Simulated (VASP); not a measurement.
Here is a VASP 6.6.1 calculation.

INCAR

```
SYSTEM = ScNb2O3
ALGO = Normal
EDIFF = 1E-6
ENCUT = 520
GGA = PE
ISIF = 2
ISMEAR = 0
LASPH = .True.
LCHARG = .False.
LREAL = .False.
LWAVE = .False.
NBANDS = 36
NELM = 60
PREC = Accurate
SIGMA = 0.1
```

File KPOINTS:

```
k-points
0
Gamma
  6 6 6
  0 0 0
```

Contents of POSCAR:

```
ScNb2O3
1.0
    5.1443469629     -0.0000000029      0.0000000000
   -2.5721734790      4.4551351572      0.0000000000
    0.0000000000      0.0000000000      3.2720144993
Sc Nb O
1 2 3
Direct
    0.0000000000      0.0000000000      0.0000000000
    0.6666666667      0.3333333333      0.0000000000
    0.3333333333      0.6666666667      0.0000000000
    0.0000000000      0.5000000000      0.5000000000
    0.5000000000      0.5000000000      0.5000000000
    0.5000000000      0.0000000000      0.5000000000
```

Potentials or basis: VASP PAW PBE potentials, release 64 (Sc_sv, Nb_sv, O).

Run with:

```bash
$ cat potpaw_PBE.64/Sc_sv/POTCAR potpaw_PBE.64/Nb_sv/POTCAR potpaw_PBE.64/O/POTCAR > POTCAR
$ mpirun -np 1 vasp_std > vasp.out
```

Task: What does it give for the pressure?

Result: -0.3 GPa.

Stress tensor (GPa, compression positive):
```
-0.14  0.00  0.00
 0.00 -0.14  0.00
 0.00  0.00 -0.47
```

Caveat: an odd number of electrons without spin polarisation forces a metal; a magnetic or distorted state may lie lower.
